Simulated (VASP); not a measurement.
## Si3N4: single point with PBE

The system is Si3N4.

```
Si N
1.0
    -3.21562    3.21562    3.21562
     3.21562   -3.21562    3.21562
     3.21562    3.21562   -3.21562
Si N
6 8
Direct
  0.25000 0.12500 0.87500
  0.87500 0.25000 0.12500
  0.75000 0.37500 0.62500
  0.62500 0.75000 0.37500
  0.12500 0.87500 0.25000
  0.37500 0.62500 0.75000
  0.56040 0.56040 0.56040
  0.43960 0.50000 0.00000
  0.50000 0.00000 0.93960
  0.00000 0.43960 0.50000
  0.93960 0.50000 0.00000
  0.06040 0.06040 0.06040
  0.00000 0.93960 0.50000
  0.50000 0.00000 0.43960
```

| Quantity | Value |
| --- | --- |
| Program | VASP 6.6.1 |
| Task | single point |
| Functional | PBE |
| Potentials or basis | VASP PAW PBE potentials, release 64 (Si, N) |
| Cutoff | 520 eV |
| k mesh | 6 × 6 × 6 |
| Occupations | fermi-dirac, width 0.02 eV |
| Spin | no spin polarisation |

| Item | Value |
| --- | --- |
| Pressure | 7.0 GPa |
| Largest force | 0.006 eV/Å |
| Band gap on the k mesh | 4.15 eV (least direct gap 4.31 eV) |

Forces on the atoms (eV/Å):
```
Si   0.000  0.000  0.000
Si   0.000  0.000  0.000
Si   0.000  0.000  0.000
Si   0.000  0.000  0.000
Si   0.000  0.000  0.000
Si   0.000  0.000  0.000
N    0.004  0.004  0.004
N    0.004 -0.004 -0.004
N   -0.004 -0.004  0.004
N   -0.004  0.004 -0.004
N    0.004 -0.004 -0.004
N    0.004  0.004  0.004
N   -0.004  0.004 -0.004
N   -0.004 -0.004  0.004
```

Levels at points of the mesh, in eV from the valence-band top:
| k point | band 30 | band 31 | band 32 | band 33 | band 34 | band 35 |
| --- | --- | --- | --- | --- | --- | --- |
| (0.00, 0.00, 0.00) | -0.16 | -0.16 | -0.05 | 4.60 | 4.60 | 4.79 |
| (0.50, 0.00, 0.00) | -1.30 | -0.01 | -0.01 | 5.05 | 5.05 | 6.10 |
| (0.50, 0.50, 0.50) | -1.96 | -1.22 | -1.22 | 5.50 | 5.50 | 5.50 |

It took 71 s on 1 thread of Intel(R) Xeon(R) Platinum 8488C (Sapphire Rapids), on a shared host, peak memory 0.28 GiB.

Caveat: the cell stands under pressure. A k mesh can miss the band edges.
